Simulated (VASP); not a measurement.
Here is a VASP 6.6.1 calculation.

Contents of INCAR:

```
PREC = Accurate ; ENCUT = 420
EDIFF = 1E-6 ; ISMEAR = -1
SIGMA = 0.02 ; LREAL = F
LASPH = T ; NELM = 120
ALGO = Normal ; ISIF = 2
LWAVE = F ; LCHARG = F
GGA = PE ; NBANDS = 81
GGA_COMPAT = F
```

File KPOINTS:

```
regular mesh
0
Gamma
  2 2 2
```

File POSCAR:

```
Ga7BSb8
1.0
    0.0000000000      6.1180000000      6.1180000000
    6.1180000000      0.0000000000      6.1180000000
    6.1180000000      6.1180000000      0.0000000000
B Sb Ga
1 8 7
Direct
    0.0000000000      0.0000000000      0.0000000000
    0.1143433601      0.1143433601      0.1143433601
    0.1143433601      0.1143433601      0.6569699198
    0.1143433601      0.6569699198      0.1143433601
    0.1242555740      0.6252481420      0.6252481420
    0.6569699198      0.1143433601      0.1143433601
    0.6252481420      0.1242555740      0.6252481420
    0.6252481420      0.6252481420      0.1242555740
    0.6252481420      0.6252481420      0.6252481420
    0.0011060720      0.0011060720      0.4988939280
    0.0011060720      0.4988939280      0.0011060720
    0.0011060720      0.4988939280      0.4988939280
    0.4988939280      0.0011060720      0.0011060720
    0.4988939280      0.0011060720      0.4988939280
    0.4988939280      0.4988939280      0.0011060720
    0.5000000000      0.5000000000      0.5000000000
```

Potentials or basis: VASP PAW PBE potentials, release 64 (B, Sb, Ga_d).

Run with:

```console
$ cat potpaw_PBE.64/B/POTCAR potpaw_PBE.64/Sb/POTCAR potpaw_PBE.64/Ga_d/POTCAR > POTCAR
$ mpirun -np 1 vasp_std > vasp.out
```

What does it give for the band gap on the k mesh?

Zero (filled and empty bands touch).

What does it give for the pressure?

0.1 GPa.

Forces in eV/Å, atoms in the order of the input:
```
B    0.000  0.000  0.000
Sb   0.007  0.007  0.007
Sb  -0.007 -0.007  0.007
Sb  -0.007  0.007 -0.007
Sb   0.008 -0.008 -0.008
Sb   0.007 -0.007 -0.007
Sb  -0.008  0.008 -0.008
Sb  -0.008 -0.008  0.008
Sb   0.008  0.008  0.008
Ga   0.000  0.000 -0.008
Ga   0.000 -0.008  0.000
Ga   0.008  0.000  0.000
Ga  -0.008  0.000  0.000
Ga   0.000  0.008  0.000
Ga   0.000  0.000  0.008
Ga   0.000  0.000  0.000
```

Caveat: the k points lie up to 0.44 Å⁻¹ apart; spin-orbit coupling is left out, which moves the levels of the heavy elements.
